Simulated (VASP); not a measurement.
A run of VASP 6.6.1 is set up as follows.

Contents of INCAR:

```
PREC     = Accurate       # precision mode
ENCUT    = 520            # plane-wave cutoff, eV
EDIFF    = 1E-6           # SCF threshold, eV
ISMEAR   = -1             # smearing method
SIGMA    = 0.1            # smearing width, eV
LREAL    = F              # projectors in reciprocal space
LASPH    = T              # aspherical terms in the spheres
NELM     = 120            # most SCF steps
ALGO     = Normal         # electronic algorithm
ISIF     = 2              # what is computed and relaxed
LWAVE    = F              # write WAVECAR
LCHARG   = F              # write CHGCAR
GGA      = PE             # functional
IVDW     = 12             # dispersion correction
NBANDS   = 95             # bands
GGA_COMPAT= F            
NELMDL   = -8
```

The input KPOINTS:

```
regular mesh
0
Gamma
  3 3 1
```

Contents of POSCAR:

```
GeH2W8C8
1.0
    5.7958000000      0.0000000000      0.0000000000
   -2.8979000000      5.0193100000      0.0000000000
    0.0000000000      0.0000000000     18.2433500000
W C Ge H
8 8 1 2
Direct
    0.0000000000      0.0000000000      0.0548144940
   -0.0472649066     -0.0589523261      0.1817484179
   -0.0000041442      0.5000089654      0.0548144940
    0.0035383171      0.5164454875      0.2062833855
    0.5000000000      0.0000000000      0.0548144940
    0.4796586238     -0.0315381995      0.2038605848
    0.5000131096      0.5000089654      0.0548144940
    0.5273503873      0.5211074829      0.2061847194
    0.3403983974      0.1579699202      0.1222198774
    0.6704059899      0.3069943877      0.3369501764
    0.3330979865      0.6708890266      0.1213592898
    0.3288101866      0.6595528071      0.2789345159
    0.8177974965      0.1606993790      0.1230969093
    0.8743618853      0.2330399995      0.3138732744
    0.8332972133      0.6443714375      0.1128137102
    0.8349041032      0.6899952384      0.2677742849
    1.2777352086      0.2931080168      0.2923037710
    0.5232397646     -0.6543728122      0.3676682188
    3.1387192288      1.1930325085      0.3635790576
```

Potentials or basis: VASP PAW PBE potentials, release 64 (W_sv, C, Ge_d, H).

Command:

```bash
$ cat potpaw_PBE.64/W_sv/POTCAR potpaw_PBE.64/C/POTCAR potpaw_PBE.64/Ge_d/POTCAR potpaw_PBE.64/H/POTCAR > POTCAR
$ mpirun -np 1 vasp_std > vasp.out
```

Estimate the largest force.

10.408 eV/Å.

Predict the dispersion energy per atom.

-0.278 eV.

Predict the band gap on the k mesh.

zero (bands 80 and 81 overlap by 0.15 eV).

Forces in eV/Å, atoms in the order of the input:
```
W    0.172  1.108 -7.566
W    1.310  6.113  8.322
W    2.115 -1.954 -4.202
W    1.333 -3.052  1.713
W   -0.230  0.045 -3.543
W    0.578  2.967  2.128
W   -1.254 -1.324 -2.988
W   -0.460  0.894 -7.317
C   -0.277  0.465  1.565
C    6.163 -0.951 -2.702
C    0.178 -0.379  1.786
C   -0.174  0.354 -0.880
C   -0.204  1.044  1.305
C   -7.922  0.999  0.222
C   -0.450 -0.152  2.342
C    1.004 -0.077  1.367
Ge  -4.485 -5.710  6.243
H    1.995 -0.129  1.071
H    0.610 -0.261  1.134
```

Caveat: the k points lie up to 0.42 Å⁻¹ apart; spin-orbit coupling is left out, which moves the levels of the heavy elements.
